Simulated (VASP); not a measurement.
Set up this calculation in VASP 6.6.1, as the native input.

| Quantity | Value |
| --- | --- |
| Task | single point |
| Functional | PBE |
| Potentials or basis | VASP PAW PBE potentials, release 64 (Ag, Cl) |
| Cutoff | 520 eV |
| k mesh | 8 × 8 × 8 |
| Occupations | gaussian, width 0.05 eV |
| Spin | no spin polarisation |
| Dipole correction | no |
| Further INCAR settings | ALGO = Normal; EDIFF = 1e-06; NBANDS = 16 |

The structure of AgCl lies in POSCAR:

```
AgCl
1.0
    0.0000000000      2.7176870000      2.7731500000
    2.7731500000      0.0000000000      2.7731500000
    2.7731500000      2.7176870000      0.0000000000
Ag Cl
1 1
Direct
    0.5000000000      0.5000000000      0.5000000000
    0.0000000000      0.0000000000      0.0000000000
```

This cell differs from its parent crystal: strain -0.0200 x Voigt [0, 1, 0, 0, 0, 0].

One way to write it, as run:

INCAR

```
ALGO     = Normal         # electronic algorithm
EDIFF    = 1E-6           # SCF threshold, eV
ENCUT    = 520            # plane-wave cutoff, eV
GGA      = PE             # functional
ISIF     = 2              # what is computed and relaxed
ISMEAR   = 0              # smearing method
LASPH    = T              # aspherical terms in the spheres
LCHARG   = F              # write CHGCAR
LREAL    = F              # projectors in reciprocal space
LWAVE    = F              # write WAVECAR
NBANDS   = 16             # bands
NELM     = 80             # most SCF steps
PREC     = Accurate       # precision mode
SIGMA    = 0.05           # smearing width, eV
```

KPOINTS

```
k-points
0
Gamma
  8 8 8
```

Potentials or basis: VASP PAW PBE potentials, release 64 (Ag, Cl).

The run is started by

```bash
$ cat potpaw_PBE.64/Ag/POTCAR potpaw_PBE.64/Cl/POTCAR > POTCAR
$ mpirun -np 1 vasp_std > vasp.out
```

Results of the run:

- Pressure: 2.6 GPa
- Band gap on the k mesh: 0.84 eV (least direct gap 3.25 eV)

Caveat: the cell differs from its parent crystal (strain -0.0200 x Voigt [0, 1, 0, 0, 0, 0]).

Run time: 20 s on 1 thread of Intel(R) Xeon(R) Platinum 8488C (Sapphire Rapids), on a shared host, peak memory 0.19 GiB.
